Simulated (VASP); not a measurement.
A run of VASP 6.6.1 is set up as follows.

The input INCAR:

```
  ALGO = Normal
  EDIFF = 1E-6
  ENCUT = 520
  GGA = RE
  ISIF = 2
  ISMEAR = -1
  IVDW = 13
  LASPH = T
  LCHARG = F
  LREAL = F
  LWAVE = F
  NBANDS = 12
  NELM = 100
  PREC = Accurate
  SIGMA = 0.05
```

KPOINTS

```
k-points
0
Gamma
  11 11 11
```

File POSCAR:

```
Ag
1.0
   -1.6215104291      1.6215104291      1.6215104291
    1.6215104291     -1.6215104291      1.6215104291
    1.6215104291      1.6215104291     -1.6215104291
Ag
1
Direct
    0.0000000000      0.0000000000      0.0000000000
```

Potentials or basis: VASP PAW PBE potentials, release 64 (Ag).

Run with:

```sh
$ cat potpaw_PBE.64/Ag/POTCAR > POTCAR
$ mpirun -np 1 vasp_std > vasp.out
```

Q: Predict the dispersion energy per atom.

A: -0.961 eV.

Q: Predict the pressure.

A: -0.2 GPa.

Caveat: the PAW data sets were made with another functional, which shifts forces and pressure a little; pairwise dispersion overbinds metals, which lowers pressure and volume.
